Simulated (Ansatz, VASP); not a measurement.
## Re in VASP and in Ansatz

INCAR

```
SYSTEM = Re
PREC = Accurate ; ENCUT = 520
EDIFF = 1E-6 ; ISMEAR = 0
SIGMA = 0.15 ; LREAL = .FALSE.
LASPH = .TRUE. ; NELM = 80
ALGO = Fast ; ISIF = 2
LWAVE = .FALSE. ; LCHARG = .TRUE.
GGA = PE ; LELF = .TRUE.
LVHAR = .TRUE. ; NBANDS = 10
```

KPOINTS

```
regular mesh
0
G
  10 10 10
  0 0 0
```

Contents of POSCAR:

```
Re
1.0
    0.0000000000      1.9577236186      1.9038862191
    1.7423740206      0.0000000000      1.9038862191
    1.7423740206      1.9577236186      0.0000000000
Re
1
Direct
    0.0000000000      0.0000000000      0.0000000000
```

Input for Ansatz:

```yaml
crystal:
  lattice:
    - [0.0, 1.9577236186, 1.9038862191]
    - [1.7423740206, 0.0, 1.9038862191]
    - [1.7423740206, 1.9577236186, 0.0]
  atoms:
    - { symbol: Re, position: [0.0, 0.0, 0.0] }
basis:
  ecutwfc: 420
kpoints:
  mp_grid: { grid: [10, 10, 10] }
hamiltonian:
  xc: pbe
scf:
  occupations: { method: gaussian, width: 0.15 }
output:
  forces: true
  stress: true
  eigenvalues: true
```

Change from the starting cell: normal strain along x -0.1100, normal strain along z -0.0275.

Alike in both runs: task single point; functional PBE; k mesh 10 × 10 × 10; occupations gaussian, width 0.15 eV; no spin polarisation.

|  | VASP | Ansatz |
| --- | --- | --- |
| version | VASP 6.6.1 | Ansatz 0.2.0 |
| potentials or method | VASP PAW PBE potentials, release 64 (Re), cutoff 520 eV | scalar-relativistic, plane waves, PAW |
| valence electrons in the cell | 7 | 15 |

```tsv
	VASP	Ansatz	Ansatz less VASP
gap on the k mesh at the Fermi level (eV)	none	none	-
pressure (GPa)	74.0	73.1	-0.90
traceless stress, the component that is largest in VASP (GPa)	19.23	19.29	+0.062
```

A gap of «none» marks a metal or a gap that the smearing closes. Both programs put the cell under a high pressure, so it lies far from rest at this level. With one functional, cell and mesh, what is left measures potentials, basis and numerics. VASP's potentials hold 7 valence electrons a cell and Ansatz's 15, so a difference there can come from the potentials and not from the codes.

Spin-orbit coupling is off throughout. Noted on VASP's run: the cell as given lies far from equilibrium.
